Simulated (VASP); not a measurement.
# YTiSb2: single point with PBE

YTiSb2:

```
CELL_PARAMETERS angstrom
3.79724 0.00000 0.00000
0.00000 3.79724 0.00000
0.00000 0.00000 4.55973
ATOMIC_POSITIONS crystal
Y 0.00000 0.00000 0.00000
Ti 0.00000 0.00000 0.50000
Sb 0.00000 0.50000 0.50000
Sb 0.50000 0.00000 0.50000
```

The cell was built from a structure type or drawn by symmetry, and may not be a known phase.

```json
{"Program": "VASP 6.6.1", "Task": "single point", "Functional": "PBE", "Potentials or basis": "VASP PAW PBE potentials, release 64 (Y_sv, Ti_sv, Sb)", "Cutoff": "520 eV", "k mesh": "4 × 4 × 4", "Occupations": "gaussian, width 0.1 eV", "Spin": "no spin polarisation", "Dipole correction": "no", "Further INCAR settings": "ALGO = Normal; EDIFF = 1e-06; NBANDS = 24"}
```

- Pressure: 182.7 GPa
- Band gap on the k mesh: zero (an odd number of electrons rules out a gap without spin polarisation)

Stress tensor (GPa, compression positive):
```
238.56   0.00   0.00
  0.00 238.56   0.00
  0.00   0.00  71.03
```

Levels at points of the mesh, in eV from the Fermi level:
| k point | band 13 | band 14 | band 15 | band 16 | band 17 | band 18 | band 19 | band 20 |
| --- | --- | --- | --- | --- | --- | --- | --- | --- |
| (0.00, 0.00, 0.00) | -3.28 | -2.33 | -2.33 | -1.62 | -1.46 | -0.77 | 0.75 | 0.91 |
| (0.50, 0.00, 0.00) | -3.55 | -2.25 | -2.03 | -1.58 | 0.16 | 0.30 | 1.83 | 2.09 |
| (0.50, 0.50, 0.00) | -6.32 | -5.49 | -3.22 | -1.68 | -0.42 | 1.65 | 2.74 | 4.65 |
| (0.00, 0.00, 0.50) | -3.79 | -2.78 | -0.59 | -0.17 | -0.17 | 1.60 | 2.73 | 2.73 |
| (0.50, 0.00, 0.50) | -4.72 | -3.36 | -0.62 | -0.09 | -0.09 | 1.16 | 1.44 | 2.38 |
| (0.50, 0.50, 0.50) | -4.91 | -4.91 | -3.15 | -2.05 | 1.03 | 2.69 | 2.69 | 2.88 |

Wall time 60 s on 1 thread of Intel Xeon 8259CL, with other jobs on the host, peak memory 0.2 GiB.

Caveat: the k points lie up to 0.41 Å⁻¹ apart, too coarse for converged energies and pressures of a metal; atoms lie so close that the PAW spheres overlap strongly, which falsifies energies and pressures; spin-orbit coupling is left out, which moves the levels of the heavy elements.
